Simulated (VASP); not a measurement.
# As in VASP: single point with PBE+D3(BJ)

Aim: the single point of As with PBE+D3(BJ).

Everything below comes from runs of VASP 6.6.1. Logs are shortened: lines on timing, memory, paths and dates and some standing lists are left out, and cuts for length are marked.

**1. The cell of the first run**

The cell holds a slab with vacuum, 6 atoms: a = 6.185 Å, b = 6.185 Å, c = 22.287 Å, α = 90.00°, β = 90.00°, γ = 120.00°.

**2. Single point, PBE+D3(BJ)**

The input, INCAR:

```
PREC = Accurate
ENCUT = 400
EDIFF = 1E-6
ISMEAR = 0
SIGMA = 0.04
LREAL = F
LASPH = T
NELM = 120
ALGO = Normal
ISIF = 2
LWAVE = F
LCHARG = T
LDIPOL = T
IDIPOL = 3
DIPOL = 0.5 0.5 0.630
GGA = PE
IVDW = 12
LELF = T
LVHAR = T
LVACPOTAV = T
NBANDS = 24
GGA_COMPAT = F
NELMDL = -8
```

The input, KPOINTS:

```
regular mesh
0
Gamma
  6 6 1
```

The input, POSCAR:

```
As
1.0
   -0.0000000286      6.1849723967      0.0000000000
   -5.3563432029     -3.0924862231      0.0000000000
    0.0000000000      0.0000000000     22.2868396664
As
6
Direct
    0.6190476420      0.5238094691      0.5956025673
    0.2857143086      0.8571428025      0.5948764645
    0.9523809753      0.1904761358      0.6018124138
    0.2911523348      0.1880507379      0.6617287513
    0.9548063732      0.5316728932      0.6617287513
    0.6111842179      0.8517047763      0.6617287513
```

Potentials or basis: VASP PAW PBE potentials, release 64 (As).

On the command line:

```console
> cat potpaw_PBE.64/As/POTCAR > POTCAR
> mpirun -np 1 vasp_std > vasp.out
```

OUTCAR:

```text
PREC = Accurate
   ENCUT = 400
   EDIFF = 1E-6
   ISMEAR = 0
   LREAL = F
   LASPH = T
   NELM = 120
   ISIF = 2
   GGA = PE
   IVDW = 12
   NELMDL = -8
 IVDW          = 12

 ion  position               nearest neighbor table
   1  0.619  0.524  0.596-   5 2.53   4 2.53   6 2.53
   2  0.286  0.857  0.595-   4 2.52   5 2.52   6 2.52
   3  0.952  0.190  0.602-   5 2.49   6 2.49   4 2.49
   4  0.291  0.188  0.662-   3 2.49   2 2.52   1 2.53
   5  0.955  0.532  0.662-   3 2.49   2 2.52   1 2.53
   6  0.611  0.852  0.662-   3 2.49   2 2.52   1 2.53

  LATTYP: Found a hexagonal cell.
 ALAT       =     6.1849723967
 C/A-ratio  =     3.6033854700

  Lattice vectors:

 A1 = (  -0.0000000286,   6.1849723967,   0.0000000000)
 A2 = (  -5.3563432029,  -3.0924862231,   0.0000000000)
 A3 = (   0.0000000000,   0.0000000000,  22.2868396664)

Analysis of symmetry for initial positions (statically):
=====================================================================
 Subroutine PRICEL returns:
 Original cell was already a primitive cell.

 Routine SETGRP: Setting up the symmetry group for a
 hexagonal supercell.

 Subroutine GETGRP returns: Found  3 space group operations
 (whereof  1 operations were pure point group operations)
 out of a pool of 24 trial point group operations.

The static configuration has the point symmetry C_1 .
 The point group associated with its full space group is C_3 .

Analysis of symmetry for dynamics (positions and initial velocities):
=====================================================================
 Subroutine PRICEL returns:
 Original cell was already a primitive cell.

 Routine SETGRP: Setting up the symmetry group for a
 hexagonal supercell.

 Subroutine GETGRP returns: Found  3 space group operations
 (whereof  1 operations were pure point group operations)
 out of a pool of 24 trial point group operations.

The dynamic configuration has the point symmetry C_1 .
 The point group associated with its full space group is C_3 .

 Subroutine INISYM returns: Found  3 space group operations
 (whereof  1 operations are pure point group operations),
 and found     1 'primitive' translations

----------------------------------------------------------------------------------------

                                     Primitive cell

  volume of cell :     738.3370

  direct lattice vectors                    reciprocal lattice vectors
    -0.000000029  6.184972397  0.000000000    -0.093347268  0.161682209  0.000000000
    -5.356343203 -3.092486223  0.000000000    -0.186694534 -0.000000001  0.000000000
     0.000000000  0.000000000 22.286839666     0.000000000  0.000000000  0.044869529

  length of vectors
     6.184972397  6.184972397 22.286839666     0.186694534  0.186694534  0.044869529

  position of ions in fractional coordinates (direct lattice)
     0.619047642  0.523809469  0.595602567
     0.285714309  0.857142803  0.594876464
     0.952380975  0.190476136  0.601812414
     0.291152335  0.188050738  0.661728751
     0.954806373  0.531672893  0.661728751
     0.611184218  0.851704776  0.661728751

  ion indices of the primitive-cell ions
   primitive index   ion index
                 1           1
                 2           2
                 3           3
                 4           4
                 5           5
                 6           6

----------------------------------------------------------------------------------------

 KPOINTS: regular mesh

Automatic generation of k-mesh.
 Grid dimensions read from file:
 generate k-points for:    6    6    1

 Generating k-lattice:

  Cartesian coordinates                     Fractional coordinates (reciprocal lattice)
    -0.015557878  0.026947035  0.000000000     0.166666667 -0.000000000  0.000000000
    -0.031115756 -0.000000000  0.000000000    -0.000000000  0.166666667  0.000000000
     0.000000000  0.000000000  0.044869529     0.000000000  0.000000000  1.000000000

  Length of vectors
     0.031115756  0.031115756  0.044869529

  Shift w.r.t. Gamma in fractional coordinates (k-lattice)
     0.000000000  0.000000000  0.000000000

 Subroutine IBZKPT returns following result:
 ===========================================

 Found      8 irreducible k-points:

 Following reciprocal coordinates:
            Coordinates               Weight
  0.000000  0.000000  0.000000      1.000000
  0.166667  0.000000  0.000000      6.000000
  0.333333  0.000000  0.000000      6.000000
  0.500000  0.000000  0.000000      3.000000
  0.166667  0.166667  0.000000      6.000000
  0.333333  0.166667  0.000000      6.000000
 -0.333333  0.500000  0.000000      6.000000
  0.333333  0.333333  0.000000      2.000000
   k-points           NKPTS =      8   k-points in BZ     NKDIM =      8   number of bands    NBANDS=     24
   number of dos      NEDOS =    301   number of ions     NIONS =      6
   total plane-waves  NPLWV = 240000
   dimension x,y,z NGX =    40 NGY =   40 NGZ =  150
   dimension x,y,z NGXF=    80 NGYF=   80 NGZF=  300
   ions per type =               6
   NGX,Y,Z   is equivalent  to a cutoff of  10.75, 10.75, 11.19 a.u.
   NGXF,Y,Z  is equivalent  to a cutoff of  21.50, 21.50, 22.38 a.u.
 SYSTEM =  unknown system
   PREC   = accura    normal or accurate (medium, high low for compatibility)
   ISTART =      0    job   : 0-new  1-cont  2-samecut
   ICHARG =      2    charge: 1-file 2-atom 10-const
   ISPIN  =      1    spin polarized calculation?
   LNONCOLLINEAR =      F non collinear calculations
   LSORBIT =      F    spin-orbit coupling
   LASPH  =      T    aspherical Exc in radial PAW
   ENCUT  =  400.0 eV  29.40 Ry    5.42 a.u.  10.09 10.09 36.34*2*pi/ulx,y,z
   NELM   =    120;   NELMIN=  2; NELMDL= -8     # of ELM steps
   EDIFF  = 0.1E-05   stopping-criterion for ELM
   LREAL  =      F    real-space projection
   EDIFFG = 0.1E-04   stopping-criterion for IOM
   NSW    =      0    number of steps for IOM
   IBRION =     -1    ionic relax: 0-MD 1-quasi-New 2-CG
   NFREE  =      0    steps in history (QN), initial steepest desc. (CG)
   ISIF   =      2    stress and relaxation
   ISYM   =      2    0-nonsym 1-usesym 2-fastsym
   POTIM  = 0.5000    time-step for ionic-motion
   TEBEG  =    0.0;   TEEND  =   0.0 temperature during run
   PSTRESS=    0.0 pullay stress
   NELECT =      30.0000    total number of electrons
   NUPDOWN=      -1.0000    fix difference up-down
   EMIN   =  10.00;   EMAX   =-10.00  energy-range for DOS
   EFERMI =   0.00;   METHOD = LEGACY
   ISMEAR =     0;   SIGMA  =   0.04  broadening in eV -4-tet -1-fermi 0-gaus
   EFERMI_NEDOS =   21; number of points for ismear=-14 and -15
   IALGO  =     38    algorithm
   IMIX   =      4    mixing-type and parameters
     AMIX     =   0.40;   BMIX     =  1.00
     AMIX_MAG =   1.60;   BMIX_MAG =  1.00
  volume/ion in A,a.u.               =     123.06       830.42
  Fermi-wavevector in a.u.,A,eV,Ry     =   0.562812  1.063561  4.309752  0.316758
  Thomas-Fermi vector in A             =   1.599690
   LORBIT       =      0    0 simple, 1 ext, 2 COOP (PROOUT), +10 PAW based schemes
   GGA     = PE    functional components
   LHFCALC =     F    Hartree Fock is set to
   AEXX    =    0.0000 exact exchange contribution
   IVDW    =    12    specifies the selected vdW correction
   LEPSILON=     F    determine dielectric tensor
   LRPA    =     F    only Hartree local field effects (RPA)
 non-spin polarized calculation
 Gauss-broadening in eV      SIGMA  =   0.04
  energy-cutoff  :      400.00
  volume of cell :      738.34
 maximum number of plane-waves:     13436
   NGX = 21   NGY = 21   NGZ = 73

 dipolmoment           0.000000      0.000000     -0.000005 electrons x Angstroem

 number of electron      30.0000007 magnetization

 dipolmoment           0.000000      0.000000      0.000047 electrons x Angstroem

 Free energy of the ion-electron system (eV)
  ---------------------------------------------------
  ext. energy  EPLUGINS =         0.00000000
  ---------------------------------------------------
  free energy    TOTEN  =       -27.94930369 eV

  energy without entropy =      -27.94930369  energy(sigma->0) =      -27.94930369

 E-fermi :  -3.1736     XC(G=0):  -2.3765

 val. band max:       -3.3806911930   @ k =   0.0000   0.0000   0.0000
 cond. band min:      -1.9922936490   @ k =   0.3333   0.3333   0.0000
 fundamental gap:      1.3883975440
 Fermi energy:        -3.1735903382

 k-point     1 :       0.0000    0.0000    0.0000
  band No.  band energies     occupation
      1     -17.0697      2.00000
      2     -13.4819      2.00000
      3     -13.4609      2.00000
      4     -13.4609      2.00000
      5     -13.4401      2.00000
      6     -10.9078      2.00000
[... 16 lines left out ...]
     23       0.8793      0.00000
     24       1.0101      0.00000

 k-point     2 :       0.1667    0.0000    0.0000
  band No.  band energies     occupation
      1     -16.9443      2.00000
      2     -14.2893      2.00000
      3     -14.0716      2.00000
      4     -12.9186      2.00000
      5     -12.6653      2.00000
      6     -10.8800      2.00000
[... 16 lines left out ...]
     23       0.7063      0.00000
     24       1.2182      0.00000

 k-point     3 :       0.3333    0.0000    0.0000
  band No.  band energies     occupation
      1     -16.5729      2.00000
      2     -15.1822      2.00000
      3     -14.4517      2.00000
      4     -12.7015      2.00000
      5     -11.8082      2.00000
      6     -10.8712      2.00000
[... 16 lines left out ...]
     23       1.0483      0.00000
     24       1.2896      0.00000

 k-point     4 :       0.5000    0.0000    0.0000
  band No.  band energies     occupation
      1     -15.9925      2.00000
      2     -15.9520      2.00000
      3     -14.5800      2.00000
      4     -12.6568      2.00000
      5     -11.2187      2.00000
      6     -11.0450      2.00000
[... 16 lines left out ...]
     23       1.1531      0.00000
     24       1.2379      0.00000

 k-point     5 :       0.1667    0.1667    0.0000
  band No.  band energies     occupation
      1     -16.6959      2.00000
      2     -14.7214      2.00000
      3     -14.6862      2.00000
      4     -12.3454      2.00000
      5     -12.3328      2.00000
      6     -10.8633      2.00000
[... 16 lines left out ...]
     23       0.7541      0.00000
     24       0.8061      0.00000

 k-point     6 :       0.3333    0.1667    0.0000
  band No.  band energies     occupation
      1     -16.2110      2.00000
      2     -15.5191      2.00000
      3     -14.9367      2.00000
      4     -12.2285      2.00000
      5     -11.5490      2.00000
      6     -10.9969      2.00000
[... 16 lines left out ...]
     23       0.7896      0.00000
     24       1.0037      0.00000

 k-point     7 :      -0.3333    0.5000    0.0000
  band No.  band energies     occupation
      1     -16.2110      2.00000
      2     -15.5191      2.00000
      3     -14.9367      2.00000
      4     -12.2285      2.00000
      5     -11.5491      2.00000
      6     -10.9969      2.00000
[... 16 lines left out ...]
     23       0.7699      0.00000
     24       1.0101      0.00000

 k-point     8 :       0.3333    0.3333    0.0000
  band No.  band energies     occupation
      1     -15.6587      2.00000
      2     -15.6538      2.00000
      3     -15.5967      2.00000
      4     -11.5355      2.00000
      5     -11.5264      2.00000
      6     -11.3757      2.00000
[... 16 lines left out ...]
     23       1.0282      0.00000
     24       1.0303      0.00000

------------------------ aborting loop because EDIFF is reached ----------------------------------------

 Edisp (eV)   -1.26832

 E8    (eV) :    -0.5753

  FORCE on cell =-STRESS in cart. coord.  units (eV):
  Direction    XX          YY          ZZ          XY          YZ          ZX
  --------------------------------------------------------------------------------------
  -------------------------------------------------------------------------------------
  Total      -0.46076    -0.46076    -1.68660     0.00000    -0.00000     0.00000
  in kB      -0.99984    -0.99984    -3.65988     0.00000    -0.00000     0.00000
  external pressure =       -1.89 kB  Pullay stress =        0.00 kB

 VOLUME and BASIS-vectors are now :
 -----------------------------------------------------------------------------
  energy-cutoff  :      400.00
  volume of cell :      738.34
      direct lattice vectors                 reciprocal lattice vectors
    -0.000000029  6.184972397  0.000000000    -0.093347268  0.161682209  0.000000000
    -5.356343203 -3.092486223  0.000000000    -0.186694534 -0.000000001  0.000000000
     0.000000000  0.000000000 22.286839666     0.000000000  0.000000000  0.044869529

 POSITION                                       TOTAL-FORCE (eV/Angst)
 -----------------------------------------------------------------------------------
     -2.80570      2.20892     13.27410        -0.000000      0.000000      0.615046
     -4.59115     -0.88357     13.25792        -0.000000      0.000000      0.548477
     -1.02026      5.30141     13.41250        -0.000000      0.000000     -0.045793
     -1.00726      1.21922     14.74784        -0.059151      0.117922     -0.372577
     -2.84782      4.26126     14.74784        -0.072548     -0.110187     -0.372577
     -4.56202      1.14627     14.74784         0.131699     -0.007735     -0.372577
 -----------------------------------------------------------------------------------
    total drift:                               -0.000003      0.000000     -0.000210

  FREE ENERGIE OF THE ION-ELECTRON SYSTEM (eV)
  ---------------------------------------------------
  free  energy   TOTEN  =       -29.2176261967 eV

  energy  without entropy=      -29.2176261967  energy(sigma->0) =      -29.21762620

 vacuum level on the upper side and lower side of the slab         1.705         1.705
```

Wall time 5.6 min (1 thread of Intel Xeon 8259CL, shared host); peak memory 0.5 GiB.

What came out:

* Free energy: -29.2176 eV
* Largest force: 0.615 eV/Å
* Band gap on the k mesh: 1.39 eV
* Dispersion energy per atom: -0.211 eV

Forces on the atoms (eV/Å):
```
As   0.000  0.000  0.615
As   0.000  0.000  0.548
As   0.000  0.000 -0.046
As  -0.059  0.118 -0.373
As  -0.073 -0.110 -0.373
As   0.132 -0.008 -0.373
```

Levels at points of the mesh, in eV from the valence-band top:
| k point | band 11 | band 12 | band 13 | band 14 | band 15 | band 16 | band 17 | band 18 | band 19 | band 20 |
| --- | --- | --- | --- | --- | --- | --- | --- | --- | --- | --- |
| (0.00, 0.00, 0.00) | -2.25 | -2.13 | -0.93 | 0.00 | 0.00 | 1.65 | 1.65 | 1.97 | 3.39 | 3.39 |
| (0.50, 0.00, 0.00) | -2.27 | -1.93 | -1.87 | -0.82 | -0.59 | 1.84 | 2.51 | 2.54 | 2.75 | 3.28 |
